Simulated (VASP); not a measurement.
# Ge in VASP: a series of runs, part 2 of 2

VASP 6.6.1. Earlier steps stand in the parts before.

## Step 3: Single point, PBEsol

INCAR reads:

```
SYSTEM = Ge
PREC = Accurate ; ENCUT = 520
EDIFF = 1E-6 ; ISMEAR = -1
SIGMA = 0.05 ; LREAL = .False.
LASPH = .True. ; NELM = 100
ALGO = Normal ; ISIF = 2
LWAVE = .False. ; LCHARG = .True.
GGA = PS ; LELF = .True.
LVHAR = .True. ; NBANDS = 36
```

KPOINTS reads:

```
regular mesh
0
Gamma
  6 6 2
  0 0 0
```

POSCAR reads:

```
Ge
1.0
    4.0504050000      0.0000000000      0.0000000000
   -2.0252020000      3.5077530000      0.0000000000
    0.0000000000      0.0000000000     10.9933590000
Ge
4
Direct
    0.0000000000      0.0000000000      0.9774520000
    0.0000000000      0.0000000000      0.4774520000
    0.3333333333      0.6666666667      0.9148480000
    0.6666666667      0.3333333333      0.4148480000
```

Potentials or basis: VASP PAW PBE potentials, release 64 (Ge_d).

Run with:

```bash
cat potpaw_PBE.64/Ge_d/POTCAR > POTCAR
mpirun -np 1 vasp_std > vasp.out
```

OUTCAR:

```text
SYSTEM = Ge
   PREC = Accurate
   ENCUT = 520
   EDIFF = 1E-6
   ISMEAR = -1
   LREAL = .False.
   LASPH = .True.
   NELM = 100
   ISIF = 2
   GGA = PS

 ion  position               nearest neighbor table
   1  0.000  0.000  0.977-   3 2.44   3 2.44   3 2.44
   2  0.000  0.000  0.477-   4 2.44   4 2.44   4 2.44
   3  0.333  0.667  0.915-   1 2.44   1 2.44   1 2.44
   4  0.667  0.333  0.415-   2 2.44   2 2.44   2 2.44

  LATTYP: Found a hexagonal cell.
 ALAT       =     4.0504050000
 C/A-ratio  =     2.7141382158

  Lattice vectors:

 A1 = (   4.0504050000,   0.0000000000,   0.0000000000)
 A2 = (  -2.0252020000,   3.5077530000,   0.0000000000)
 A3 = (   0.0000000000,   0.0000000000,  10.9933590000)

Analysis of symmetry for initial positions (statically):
=====================================================================
 Subroutine PRICEL returns:
 Original cell was already a primitive cell.

 Routine SETGRP: Setting up the symmetry group for a
 hexagonal supercell.

 Subroutine GETGRP returns: Found 12 space group operations
 (whereof  6 operations were pure point group operations)
 out of a pool of 24 trial point group operations.

The static configuration has the point symmetry C_3v.
 The point group associated with its full space group is C_6v.

Analysis of symmetry for dynamics (positions and initial velocities):
=====================================================================
 Subroutine PRICEL returns:
 Original cell was already a primitive cell.

 Routine SETGRP: Setting up the symmetry group for a
 hexagonal supercell.

 Subroutine GETGRP returns: Found 12 space group operations
 (whereof  6 operations were pure point group operations)
 out of a pool of 24 trial point group operations.

The dynamic configuration has the point symmetry C_3v.
 The point group associated with its full space group is C_6v.

 Subroutine INISYM returns: Found 12 space group operations
 (whereof  6 operations are pure point group operations),
 and found     1 'primitive' translations

----------------------------------------------------------------------------------------

                                     Primitive cell

  volume of cell :     156.1917

  direct lattice vectors                    reciprocal lattice vectors
     4.050405000  0.000000000  0.000000000     0.246888891  0.142541358  0.000000000
    -2.025202000  3.507753000  0.000000000     0.000000000  0.285082787  0.000000000
     0.000000000  0.000000000 10.993359000     0.000000000  0.000000000  0.090964008

  length of vectors
     4.050405000  4.050404208 10.993359000     0.285082731  0.285082787  0.090964008

  position of ions in fractional coordinates (direct lattice)
     0.000000000  0.000000000  0.977452000
     0.000000000  0.000000000  0.477452000
     0.333333333  0.666666667  0.914848000
     0.666666667  0.333333333  0.414848000

  ion indices of the primitive-cell ions
   primitive index   ion index
                 1           1
                 2           2
                 3           3
                 4           4

----------------------------------------------------------------------------------------

 KPOINTS: regular mesh

Automatic generation of k-mesh.
 Grid dimensions read from file:
[... 23 lines left out ...]
  0.166667  0.000000  0.000000      6.000000
  0.333333  0.000000  0.000000      6.000000
  0.500000  0.000000  0.000000      3.000000
  0.166667  0.166667  0.000000      6.000000
  0.333333  0.166667  0.000000     12.000000
  0.333333  0.333333  0.000000      2.000000
  0.000000  0.000000  0.500000      1.000000
  0.166667  0.000000  0.500000      6.000000
  0.333333  0.000000  0.500000      6.000000
  0.500000  0.000000  0.500000      3.000000
  0.166667  0.166667  0.500000      6.000000
  0.333333  0.166667  0.500000     12.000000
  0.333333  0.333333  0.500000      2.000000
   k-points           NKPTS =     14   k-points in BZ     NKDIM =     14   number of bands    NBANDS=     36
   number of dos      NEDOS =    301   number of ions     NIONS =      4
   total plane-waves  NPLWV =  75600
   dimension x,y,z NGX =    30 NGY =   30 NGZ =   84
   dimension x,y,z NGXF=    60 NGYF=   60 NGZF=  168
   ions per type =               4
   NGX,Y,Z   is equivalent  to a cutoff of  12.31, 12.31, 12.70 a.u.
   NGXF,Y,Z  is equivalent  to a cutoff of  24.63, 24.63, 25.41 a.u.
 SYSTEM =  Ge
   PREC   = accura    normal or accurate (medium, high low for compatibility)
   ISTART =      0    job   : 0-new  1-cont  2-samecut
   ICHARG =      2    charge: 1-file 2-atom 10-const
   ISPIN  =      1    spin polarized calculation?
   LNONCOLLINEAR =      F non collinear calculations
   LSORBIT =      F    spin-orbit coupling
   LASPH  =      T    aspherical Exc in radial PAW
   ENCUT  =  520.0 eV  38.22 Ry    6.18 a.u.   7.53  7.53 20.44*2*pi/ulx,y,z
   NELM   =    100;   NELMIN=  2; NELMDL= -5     # of ELM steps
   EDIFF  = 0.1E-05   stopping-criterion for ELM
   LREAL  =      F    real-space projection
   EDIFFG = 0.1E-04   stopping-criterion for IOM
   NSW    =      0    number of steps for IOM
   IBRION =     -1    ionic relax: 0-MD 1-quasi-New 2-CG
   NFREE  =      0    steps in history (QN), initial steepest desc. (CG)
   ISIF   =      2    stress and relaxation
   ISYM   =      2    0-nonsym 1-usesym 2-fastsym
   POTIM  = 0.5000    time-step for ionic-motion
   TEBEG  =    0.0;   TEEND  =   0.0 temperature during run
   PSTRESS=    0.0 pullay stress
   NELECT =      56.0000    total number of electrons
   NUPDOWN=      -1.0000    fix difference up-down
   EMIN   =  10.00;   EMAX   =-10.00  energy-range for DOS
   EFERMI =   0.00;   METHOD = LEGACY
   ISMEAR =    -1;   SIGMA  =   0.05  broadening in eV -4-tet -1-fermi 0-gaus
   EFERMI_NEDOS =   21; number of points for ismear=-14 and -15
   IALGO  =     38    algorithm
   IMIX   =      4    mixing-type and parameters
     AMIX     =   0.40;   BMIX     =  1.00
     AMIX_MAG =   1.60;   BMIX_MAG =  1.00
  volume/ion in A,a.u.               =      39.05       263.51
  Fermi-wavevector in a.u.,A,eV,Ry     =   1.163014  2.197777 18.403257  1.352601
  Thomas-Fermi vector in A             =   2.299568
   LORBIT       =      0    0 simple, 1 ext, 2 COOP (PROOUT), +10 PAW based schemes
   GGA     = PS    functional components
   LHFCALC =     F    Hartree Fock is set to
   AEXX    =    0.0000 exact exchange contribution
   IVDW    =     0    specifies the selected vdW correction
   LEPSILON=     F    determine dielectric tensor
   LRPA    =     F    only Hartree local field effects (RPA)
 non-spin polarized calculation
  energy-cutoff  :      520.00
  volume of cell :      156.19
 maximum number of plane-waves:      4241
   NGX = 15   NGY = 15   NGZ = 41

 number of electron      55.9999985 magnetization

 Free energy of the ion-electron system (eV)
  ---------------------------------------------------
  ext. energy  EPLUGINS =         0.00000000
  ---------------------------------------------------
  free energy    TOTEN  =       -17.41396769 eV

  energy without entropy =      -17.40201160  energy(sigma->0) =      -17.40798965

 E-fermi :   0.7194     XC(G=0):  -7.3161

 val. band max:        0.7164325353   @ k =   0.3333   0.3333   0.0000
 cond. band min:       0.7249489481   @ k =   0.3333   0.3333   0.5000
 fundamental gap:      0.0085164128
 Fermi energy:         0.7193798467

 k-point     1 :       0.0000    0.0000    0.0000
  band No.  band energies     occupation
      1     -23.7195      2.00000
      2     -23.7195      2.00000
      3     -23.7195      2.00000
      4     -23.7195      2.00000
      5     -23.6743      2.00000
      6     -23.6742      2.00000
[... 535 lines left out ...]
     35       6.9284      0.00000
     36       6.9284      0.00000

------------------------ aborting loop because EDIFF is reached ----------------------------------------

  FORCE on cell =-STRESS in cart. coord.  units (eV):
  Direction    XX          YY          ZZ          XY          YZ          ZX
  --------------------------------------------------------------------------------------
  -------------------------------------------------------------------------------------
  Total       -2.0317415     -2.0317408     -0.6573760     -0.0000003      0.0000000      0.0000000
  in kB      -20.8411255    -20.8411180     -6.7432085     -0.0000030      0.0000000      0.0000000
  external PRESSURE =     -16.1418173 kB  Pullay stress =       0.0000000 kB

 VOLUME and BASIS-vectors are now :
 -----------------------------------------------------------------------------
  energy-cutoff  :      520.00
  volume of cell :      156.19
      direct lattice vectors                 reciprocal lattice vectors
     4.050405000  0.000000000  0.000000000     0.246888891  0.142541358  0.000000000
    -2.025202000  3.507753000  0.000000000     0.000000000  0.285082787  0.000000000
     0.000000000  0.000000000 10.993359000     0.000000000  0.000000000  0.090964008

 POSITION                                       TOTAL-FORCE (eV/Angst)
 -----------------------------------------------------------------------------------
      0.00000      0.00000     10.74548        -0.000000     -0.000000     -0.162594
      0.00000      0.00000      5.24880         0.000000     -0.000000     -0.162594
      0.00000      2.33850     10.05725         0.000000      0.000000      0.162594
      2.02520      1.16925      4.56057        -0.000000      0.000000      0.162594
 -----------------------------------------------------------------------------------
    total drift:                               -0.000000     -0.000000      0.001279

  FREE ENERGIE OF THE ION-ELECTRON SYSTEM (eV)
  ---------------------------------------------------
  free  energy   TOTEN  =       -17.4139676896 eV

  energy  without entropy=      -17.4020116035  energy(sigma->0) =      -17.40798965
```

OSZICAR:

```text
N       E                     dE             d eps       ncg     rms          rms(c)
DAV:   1     0.504402676963E+03    0.50440E+03   -0.28569E+04  1160   0.352E+03
DAV:   2     0.703696661923E+02   -0.43403E+03   -0.42497E+03  1008   0.793E+02
DAV:   3    -0.127007654127E+02   -0.83070E+02   -0.81984E+02  1124   0.205E+02
DAV:   4    -0.176408691831E+02   -0.49401E+01   -0.49239E+01  1188   0.574E+01
DAV:   5    -0.177848532369E+02   -0.14398E+00   -0.14392E+00  1140   0.109E+01    0.413E+00
DAV:   6    -0.175310769847E+02    0.25378E+00   -0.17076E-01  1132   0.438E+00    0.236E+00
DAV:   7    -0.174004293704E+02    0.13065E+00   -0.33983E-01  1196   0.423E+00    0.247E-01
DAV:   8    -0.174113806350E+02   -0.10951E-01   -0.70842E-02  1100   0.311E+00    0.181E-01
DAV:   9    -0.174130010776E+02   -0.16204E-02   -0.24273E-03  1196   0.678E-01    0.889E-02
DAV:  10    -0.174137720219E+02   -0.77094E-03   -0.11096E-03  1072   0.111E+00    0.253E-02
DAV:  11    -0.174138803543E+02   -0.10833E-03   -0.18879E-04  1360   0.673E-01    0.138E-02
DAV:  12    -0.174139576305E+02   -0.77276E-04   -0.18813E-04  1524   0.184E-01    0.630E-03
DAV:  13    -0.174139659838E+02   -0.83533E-05   -0.32148E-05  1288   0.154E-01    0.311E-03
DAV:  14    -0.174139673215E+02   -0.13377E-05   -0.51966E-06  1072   0.797E-02    0.124E-03
DAV:  15    -0.174139676896E+02   -0.36811E-06   -0.21494E-06   784   0.483E-02
   1 F= -.17413968E+02 E0= -.17407990E+02  d E =-.119561E-01
```

stdout:

```text
POSCAR found type information on POSCAR Ge
 POSCAR found :  1 types and       4 ions
 scaLAPACK will be used
 -----------------------------------------------------------------------------
|                                                                             |
|                                                                             |
|     You enforced a specific xc type in the INCAR file but a different       |
|     I HOPE YOU KNOW WHAT YOU ARE DOING!                                     |
|                                                                             |
 -----------------------------------------------------------------------------

 LDA part: xc-table for (Slater+PW92), standard interpolation
 POSCAR, INCAR and KPOINTS ok, starting setup
 FFT: planning ... GRIDC
 FFT: planning ... GRID_SOFT
 FFT: planning ... GRID
 WAVECAR not read
 entering main loop
```

Wall time 78 s (1 thread of Intel Xeon Platinum 8375C at 2.90GHz (Ice Lake), shared host); peak memory 0.28 GiB.

Results:

| Property | Result |
| --- | --- |
| Free energy | -17.4140 eV |
| Pressure | -1.6 GPa |
| Largest force | 0.163 eV/Å |
| Band gap on the k mesh | zero (filled and empty bands touch) |

Forces on the atoms (eV/Å):
```
Ge   0.000  0.000 -0.163
Ge   0.000  0.000 -0.163
Ge   0.000  0.000  0.163
Ge   0.000  0.000  0.163
```

Stress tensor (GPa, compression positive):
```
-2.08  0.00  0.00
 0.00 -2.08  0.00
 0.00  0.00 -0.67
```

Levels at points of the mesh, in eV from the Fermi level:
```
           k point  band 25  band 26  band 27  band 28  band 29  band 30  band 31  band 32
(0.00, 0.00, 0.00)    -0.45    -0.45    -0.44    -0.44     0.35     0.54     1.65     3.78
(0.50, 0.00, 0.00)    -1.98    -1.96    -1.26    -1.08     0.60     0.82     1.55     1.62
(0.00, 0.00, 0.50)    -0.45    -0.45    -0.45    -0.45     0.40     0.40     2.62     2.62
(0.50, 0.00, 0.50)    -1.97    -1.97    -1.16    -1.16     0.66     0.66     1.59     1.59
```

Caveat: the PAW data sets were made with another functional, which shifts forces and pressure a little.

## Step 4: Single point, PBEsol

INCAR reads:

```
PREC     = Accurate       # precision mode
ENCUT    = 520            # plane-wave cutoff, eV
EDIFF    = 1E-6           # SCF threshold, eV
ISMEAR   = -1             # smearing method
SIGMA    = 0.05           # smearing width, eV
LREAL    = F              # projectors in reciprocal space
LASPH    = T              # aspherical terms in the spheres
NELM     = 60             # most SCF steps
ALGO     = Normal         # electronic algorithm
ISIF     = 2              # what is computed and relaxed
LWAVE    = F              # write WAVECAR
LCHARG   = F              # write CHGCAR
GGA      = PS             # functional
NBANDS   = 36             # bands
```

KPOINTS reads:

```
regular mesh
0
Gamma
  6 6 2
```

POSCAR, as its differences from that of step 3:

```diff
@@ -8,3 +8,3 @@
 Direct
-    0.0000000000      0.0000000000      0.9774520000
+    0.0000000000      0.0000000000      0.9865484008
     0.0000000000      0.0000000000      0.4774520000
```

Run with:

```bash
cat potpaw_PBE.64/Ge_d/POTCAR > POTCAR
mpirun -np 1 vasp_std > vasp.out
```

It took 84 s on 1 thread of Intel Xeon Platinum 8375C at 2.90GHz (Ice Lake), shared host; peak memory 0.28 GiB.

The run converged. Its results:

* Free energy: -17.3773 eV
* Pressure: -1.9 GPa
* Largest force: 0.577 eV/Å
* Band gap on the k mesh: zero (filled and empty bands touch)

Forces on the atoms (eV/Å):
```
Ge   0.000  0.000 -0.566
Ge   0.000  0.000 -0.168
Ge   0.000  0.000  0.577
Ge   0.000  0.000  0.157
```

Stress tensor (GPa, compression positive):
```
-2.30  0.00  0.00
 0.00 -2.30  0.00
 0.00  0.00 -1.05
```

Levels at points of the mesh, in eV from the Fermi level:
```csv
k point,band 26,band 27,band 28,band 29,band 30,band 31
"(0.00, 0.00, 0.00)",-0.45,-0.13,-0.13,0.42,0.85,1.55
"(0.50, 0.00, 0.00)",-1.65,-1.27,-1.08,0.57,0.81,1.58
"(0.00, 0.00, 0.50)",-0.45,-0.13,-0.13,0.40,0.76,2.42
"(0.50, 0.00, 0.50)",-1.65,-1.18,-1.16,0.62,0.66,1.59
```

Caveat: the PAW data sets were made with another functional, which shifts forces and pressure a little.
